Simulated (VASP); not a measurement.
# Si10HC in VASP: single point with PBEsol

Aim: the single point of Si10HC with PBEsol.

Program: VASP 6.6.1. These are calculated values, not measurements. Logs are shortened: lines on timing, memory, paths and dates and some standing lists are left out, and cuts for length are marked.

## 1. The cell of the first run

The cell holds a slab with vacuum, 12 atoms: a = 3.825 Å, b = 3.825 Å, c = 33.545 Å, α = 90.00°, β = 90.00°, γ = 120.00°.

## 2. Single point, PBEsol, collinear spin

File INCAR:

```
ALGO = Normal ; DIPOL = 0.5 0.5 0.493
EDIFF = 1E-7 ; ENCUT = 520
GGA = PS ; IDIPOL = 3
ISIF = 2 ; ISMEAR = 0
ISPIN = 2 ; KPAR = 4
LASPH = True ; LCHARG = True
LDIPOL = True ; LORBIT = 11
LREAL = False ; LVACPOTAV = True
LVHAR = True ; LWAVE = False
MAGMOM = 0 0 0 0 0 0 0 0 0 0 1 0 ; NBANDS = 38
NELM = 150 ; PREC = Accurate
SIGMA = 0.05
```

File KPOINTS:

```
k-points
0
Gamma
  9 9 1
```

File POSCAR:

```
Si10HC
1.0
    3.8248883545      0.0000000000      0.0000000000
   -1.9124441773      3.3124504817      0.0000000000
    0.0000000000      0.0000000000     33.5454325990
Si C H
10 1 1
Direct
    0.3333333333      0.6666666667      0.2533876996
    0.6666666667      0.3333333333      0.2771414802
    0.6666666667      0.3333333333      0.3476524086
    0.3333333333      0.6666666667      0.3714061890
    0.3333333333      0.6666666667      0.4419171174
    0.6665382411      0.3334617589      0.4656709554
    0.6596629693      0.3403370307      0.5362085570
    0.3256735961      0.6743264039      0.5601986668
    0.4219600607      0.5780399393      0.6266308218
    0.7285315885      0.2714684115      0.6574488077
    0.2605745701     -0.2605745701      0.6746560226
    0.3779243621     -0.3779243621      0.6983315175
```

Potentials or basis: VASP PAW PBE potentials, release 64 (Si, C, H).

Launch:

```
$ cat potpaw_PBE.64/Si/POTCAR potpaw_PBE.64/C/POTCAR potpaw_PBE.64/H/POTCAR > POTCAR
$ mpirun -np 4 vasp_std > vasp.out
```

OUTCAR:

```text
EDIFF = 1E-7
   ENCUT = 520
   GGA = PS
   ISIF = 2
   ISMEAR = 0
   ISPIN = 2
   LASPH = True
   LORBIT = 11
   LREAL = False
   NELM = 150
   PREC = Accurate

 ion  position               nearest neighbor table
   1  0.333  0.667  0.253-   2 2.35   2 2.35   2 2.35
   2  0.667  0.333  0.277-   1 2.35   1 2.35   1 2.35   3 2.37
   3  0.667  0.333  0.348-   4 2.35   4 2.35   4 2.35   2 2.37
   4  0.333  0.667  0.371-   3 2.35   3 2.35   3 2.35   5 2.37
   5  0.333  0.667  0.442-   6 2.35   6 2.35   6 2.35   4 2.37
   6  0.667  0.333  0.466-   5 2.35   5 2.35   5 2.35   7 2.37
   7  0.660  0.340  0.536-   8 2.35   8 2.35   8 2.35   6 2.37
   8  0.326  0.674  0.560-   9 2.32   7 2.35   7 2.35   7 2.35
   9  0.422  0.578  0.627-  11 1.93  10 2.28   8 2.32  10 2.52  10 2.52
  10  0.729  0.271  0.657-  11 2.01  11 2.01   9 2.28   9 2.52   9 2.52
  11  0.261  0.739  0.675-  12 1.11   9 1.93  10 2.01  10 2.01
  12  0.378  0.622  0.698-  11 1.11

  LATTYP: Found a hexagonal cell.
 ALAT       =     3.8248883545
 C/A-ratio  =     8.7703037291

  Lattice vectors:

 A1 = (   3.8248883545,   0.0000000000,   0.0000000000)
 A2 = (  -1.9124441773,   3.3124504817,   0.0000000000)
 A3 = (   0.0000000000,   0.0000000000,  33.5454325990)

Analysis of symmetry for initial positions (statically):
=====================================================================
 Subroutine PRICEL returns:
 Original cell was already a primitive cell.

 Routine SETGRP: Setting up the symmetry group for a
 hexagonal supercell.

 Subroutine GETGRP returns: Found  2 space group operations
 (whereof  2 operations were pure point group operations)
 out of a pool of 24 trial point group operations.

The static configuration has the point symmetry C_1h.

Analysis of symmetry for dynamics (positions and initial velocities):
=====================================================================
 Subroutine PRICEL returns:
 Original cell was already a primitive cell.

 Routine SETGRP: Setting up the symmetry group for a
 hexagonal supercell.

 Subroutine GETGRP returns: Found  2 space group operations
 (whereof  2 operations were pure point group operations)
 out of a pool of 24 trial point group operations.

The dynamic configuration has the point symmetry C_1h.

Analysis of structural, dynamic, and magnetic symmetry:
=====================================================================
 Subroutine PRICEL returns:
 Original cell was already a primitive cell.

 Routine SETGRP: Setting up the symmetry group for a
 hexagonal supercell.

 Subroutine GETGRP returns: Found  2 space group operations
 (whereof  2 operations were pure point group operations)
 out of a pool of 24 trial point group operations.

The overall configuration has the point symmetry C_1h.

 Subroutine INISYM returns: Found  2 space group operations
 (whereof  2 operations are pure point group operations),
 and found     1 'primitive' translations

----------------------------------------------------------------------------------------

                                     Primitive cell

  volume of cell :     425.0124

  direct lattice vectors                    reciprocal lattice vectors
     3.824888355  0.000000000  0.000000000     0.261445540  0.150945653  0.000000000
    -1.912444177  3.312450482  0.000000000     0.000000000  0.301891305  0.000000000
     0.000000000  0.000000000 33.545432599     0.000000000  0.000000000  0.029810318

  length of vectors
     3.824888355  3.824888355 33.545432599     0.301891305  0.301891305  0.029810318

  position of ions in fractional coordinates (direct lattice)
     0.333333333  0.666666667  0.253387700
     0.666666667  0.333333333  0.277141480
     0.666666667  0.333333333  0.347652409
     0.333333333  0.666666667  0.371406189
     0.333333333  0.666666667  0.441917117
     0.666538241  0.333461759  0.465670955
     0.659662969  0.340337031  0.536208557
     0.325673596  0.674326404  0.560198667
     0.421960061  0.578039939  0.626630822
     0.728531588  0.271468412  0.657448808
     0.260574570  0.739425430  0.674656023
     0.377924362  0.622075638  0.698331518

  ion indices of the primitive-cell ions
   primitive index   ion index
                 1           1
                 2           2
                 3           3
[... 30 lines left out ...]

 Subroutine IBZKPT returns following result:
 ===========================================

 Found     25 irreducible k-points:

 Following reciprocal coordinates:
            Coordinates               Weight
  0.000000  0.000000  0.000000      1.000000
  0.111111 -0.000000  0.000000      4.000000
 -0.111111  0.111111  0.000000      2.000000
  0.222222 -0.000000  0.000000      4.000000
 -0.222222  0.222222  0.000000      2.000000
  0.333333 -0.000000  0.000000      4.000000
[... 16 lines left out ...]
 -0.222222 -0.444444  0.000000      4.000000
  0.444444  0.333333  0.000000      4.000000
   k-points           NKPTS =     25   k-points in BZ     NKDIM =     25   number of bands    NBANDS=     38
   number of dos      NEDOS =    301   number of ions     NIONS =     12
   total plane-waves  NPLWV = 196000
   dimension x,y,z NGX =    28 NGY =   28 NGZ =  250
   dimension x,y,z NGXF=    56 NGYF=   56 NGZF=  500
   ions per type =              10   1   1
   NGX,Y,Z   is equivalent  to a cutoff of  12.17, 12.17, 12.39 a.u.
   NGXF,Y,Z  is equivalent  to a cutoff of  24.34, 24.34, 24.78 a.u.
 SYSTEM =  unknown system
   PREC   = accura    normal or accurate (medium, high low for compatibility)
   ISTART =      0    job   : 0-new  1-cont  2-samecut
   ICHARG =      2    charge: 1-file 2-atom 10-const
   ISPIN  =      2    spin polarized calculation?
   LNONCOLLINEAR =      F non collinear calculations
   LSORBIT =      F    spin-orbit coupling
   LASPH  =      T    aspherical Exc in radial PAW
   ENCUT  =  520.0 eV  38.22 Ry    6.18 a.u.   7.11  7.11 62.37*2*pi/ulx,y,z
   NELM   =    150;   NELMIN=  2; NELMDL= -5     # of ELM steps
   EDIFF  = 0.1E-06   stopping-criterion for ELM
   LREAL  =      F    real-space projection
   EDIFFG = 0.1E-05   stopping-criterion for IOM
   NSW    =      0    number of steps for IOM
   IBRION =     -1    ionic relax: 0-MD 1-quasi-New 2-CG
   NFREE  =      0    steps in history (QN), initial steepest desc. (CG)
   ISIF   =      2    stress and relaxation
   ISYM   =      2    0-nonsym 1-usesym 2-fastsym
   POTIM  = 0.5000    time-step for ionic-motion
   TEBEG  =    0.0;   TEEND  =   0.0 temperature during run
   PSTRESS=    0.0 pullay stress
   NELECT =      45.0000    total number of electrons
   NUPDOWN=      -1.0000    fix difference up-down
   EMIN   =  10.00;   EMAX   =-10.00  energy-range for DOS
   EFERMI =   0.00;   METHOD = LEGACY
   ISMEAR =     0;   SIGMA  =   0.05  broadening in eV -4-tet -1-fermi 0-gaus
   EFERMI_NEDOS =   21; number of points for ismear=-14 and -15
   IALGO  =     38    algorithm
   IMIX   =      4    mixing-type and parameters
     AMIX     =   0.40;   BMIX     =  1.00
     AMIX_MAG =   1.60;   BMIX_MAG =  1.00
  volume/ion in A,a.u.               =      35.42       239.01
  Fermi-wavevector in a.u.,A,eV,Ry     =   0.774483  1.463560  8.161097  0.599824
  Thomas-Fermi vector in A             =   1.876549
   LORBIT       =     11    0 simple, 1 ext, 2 COOP (PROOUT), +10 PAW based schemes
   GGA     = PS    functional components
   LHFCALC =     F    Hartree Fock is set to
   AEXX    =    0.0000 exact exchange contribution
   IVDW    =     0    specifies the selected vdW correction
   LEPSILON=     F    determine dielectric tensor
   LRPA    =     F    only Hartree local field effects (RPA)
 spin polarized calculation
 Gauss-broadening in eV      SIGMA  =   0.05
  energy-cutoff  :      520.00
  volume of cell :      425.01
 maximum number of plane-waves:     11505
   NGX = 15   NGY = 15   NGZ =125

 dipolmoment           0.000000      0.000000      0.110546 electrons x Angstroem

 number of electron      44.9999999 magnetization      -0.0000812

 number of electron      44.9999999 magnetization       0.0000076

 dipolmoment           0.000000      0.000000     -0.056134 electrons x Angstroem

 Free energy of the ion-electron system (eV)
  ---------------------------------------------------
  ext. energy  EPLUGINS =         0.00000000
  ---------------------------------------------------
  free energy    TOTEN  =       -66.54466337 eV

  energy without entropy =      -66.53772245  energy(sigma->0) =      -66.54119291

 E-fermi :   0.6766     XC(G=0):  -5.1502

 val. band max:        0.6417570073   @ k =  -0.2222  -0.4444   0.0000
 cond. band min:       0.6794157819   @ k =   0.3333   0.3333   0.0000
 fundamental gap:      0.0376587746
 Fermi energy:         0.6765718047

 spin component 1

 k-point     1 :       0.0000    0.0000    0.0000
  band No.  band energies     occupation
      1     -13.6856      1.00000
      2     -11.3934      1.00000
      3     -10.9000      1.00000
      4     -10.2117      1.00000
      5      -9.3879      1.00000
      6      -8.1345      1.00000
[... 877 lines left out ...]
     33       5.0319      0.00000
     34       5.2607      0.00000

 [... further k-points ...]

 spin component 2

 k-point     1 :       0.0000    0.0000    0.0000
  band No.  band energies     occupation
      1     -13.6856      1.00000
      2     -11.3934      1.00000
      3     -10.9000      1.00000
      4     -10.2117      1.00000
      5      -9.3879      1.00000
      6      -8.1345      1.00000
[... 877 lines left out ...]
     33       5.0319      0.00000
     34       5.2607      0.00000

 [... further k-points ...]

 [bands above 34 left out]

------------------------ aborting loop because EDIFF is reached ----------------------------------------

  FORCE on cell =-STRESS in cart. coord.  units (eV):
  Direction    XX          YY          ZZ          XY          YZ          ZX
  --------------------------------------------------------------------------------------
  -------------------------------------------------------------------------------------
  Total        0.3093513     -4.0110548      0.0699773     -3.7415814     -0.0117517      0.0203543
  in kB        1.1661675    -15.1205512      0.2637947    -14.1047122     -0.0443005      0.0767300
  external PRESSURE =      -4.5635297 kB  Pullay stress =       0.0000000 kB

 VOLUME and BASIS-vectors are now :
 -----------------------------------------------------------------------------
  energy-cutoff  :      520.00
  volume of cell :      425.01
      direct lattice vectors                 reciprocal lattice vectors
     3.824888355  0.000000000  0.000000000     0.261445540  0.150945653  0.000000000
    -1.912444177  3.312450482  0.000000000     0.000000000  0.301891305  0.000000000
     0.000000000  0.000000000 33.545432599     0.000000000  0.000000000  0.029810318

 POSITION                                       TOTAL-FORCE (eV/Angst)
 -----------------------------------------------------------------------------------
     -0.00000      2.20830      8.50000        -0.001008      0.000582      0.581204
      1.91244      1.10415      9.29683         0.001968     -0.001136     -0.685831
      1.91244      1.10415     11.66215        -0.000748      0.000432      0.172597
     -0.00000      2.20830     12.45898        -0.004628      0.002672     -0.115109
     -0.00000      2.20830     14.82430         0.003504     -0.002023     -0.004180
      1.91171      1.10458     15.62113         0.002074     -0.001197      0.022794
      1.87226      1.12735     17.98735        -0.002561      0.001478      0.016361
     -0.04395      2.23367     18.79211        -0.001815      0.001048     -0.000793
      0.50848      1.91473     21.02060         0.013131     -0.007581     -0.036745
      2.26738      0.89923     22.05440        -0.005174      0.002987      0.001724
     -0.41744      2.44931     22.63163        -0.030321      0.017506      0.007378
      0.25583      2.06059     23.42583         0.025576     -0.014766      0.040601
 -----------------------------------------------------------------------------------
    total drift:                                0.000146     -0.000084      0.000142

  FREE ENERGIE OF THE ION-ELECTRON SYSTEM (eV)
  ---------------------------------------------------
  free  energy   TOTEN  =       -66.5446633659 eV

  energy  without entropy=      -66.5377224524  energy(sigma->0) =      -66.54119291

 vacuum level on the upper side and lower side of the slab         4.705         5.507

 total charge

# of ion       s       p       d       tot
------------------------------------------
    1        0.807   0.845   0.000   1.652
    2        0.756   0.920   0.000   1.676
    3        0.763   0.909   0.000   1.673
    4        0.758   0.930   0.000   1.687
    5        0.754   0.932   0.000   1.686
    6        0.755   0.934   0.000   1.689
    7        0.756   0.931   0.000   1.687
    8        0.751   0.934   0.000   1.684
    9        0.760   0.913   0.000   1.673
   10        0.764   0.839   0.000   1.603
   11        0.860   1.546   0.000   2.406
   12        0.604   0.047   0.000   0.651
--------------------------------------------------
tot          9.088  10.680   0.000  19.768

 magnetization (x)

# of ion       s       p       d       tot
------------------------------------------
    1        0.000   0.000   0.000   0.000
    2        0.000   0.000   0.000   0.000
    3        0.000   0.000   0.000   0.000
    4        0.000   0.000   0.000   0.000
    5        0.000   0.000   0.000   0.000
    6        0.000   0.000   0.000   0.000
    7       -0.000   0.000   0.000   0.000
    8        0.000   0.000   0.000   0.000
    9        0.000   0.000   0.000   0.000
   10       -0.000  -0.000   0.000  -0.000
   11       -0.000   0.000   0.000   0.000
   12        0.000   0.000   0.000   0.000
--------------------------------------------------
tot          0.000   0.000   0.000   0.000
```

Wall time 12 min (4 MPI ranks of Intel Xeon Platinum 8488C (Sapphire Rapids), shared host); peak memory 1 GiB.

Results:

| Quantity | Value |
| --- | --- |
| Free energy | -66.5447 eV |
| Largest force | 0.686 eV/Å |
| Net moment | 0.00 μB per cell |
| Valence electrons inside the program's atomic spheres | Si 1.65, 1.68, 1.67, 1.69, 1.60 (each value once); C 2.41; H 0.65 |

Forces on the atoms (eV/Å):
```
Si  -0.001  0.001  0.581
Si   0.002 -0.001 -0.686
Si  -0.001  0.000  0.173
Si  -0.005  0.003 -0.115
Si   0.004 -0.002 -0.004
Si   0.002 -0.001  0.023
Si  -0.003  0.001  0.016
Si  -0.002  0.001 -0.001
Si   0.013 -0.008 -0.037
Si  -0.005  0.003  0.002
C   -0.030  0.018  0.007
H    0.026 -0.015  0.041
```

Levels at points of the mesh, in eV from the Fermi level:
Spin up:
```
           k point  band 18  band 19  band 20  band 21  band 22  band 23  band 24  band 25  band 26  band 27
(0.00, 0.00, 0.00)    -0.50    -0.46     0.07     0.09     0.20     0.22     1.16     1.24     1.44     1.72
```
Spin down:
| k point | band 18 | band 19 | band 20 | band 21 | band 22 | band 23 | band 24 | band 25 | band 26 | band 27 |
| --- | --- | --- | --- | --- | --- | --- | --- | --- | --- | --- |
| (0.00, 0.00, 0.00) | -0.50 | -0.46 | 0.07 | 0.09 | 0.20 | 0.22 | 1.16 | 1.24 | 1.44 | 1.72 |

Caveat: the PAW data sets were made with another functional, which shifts forces and pressure a little.
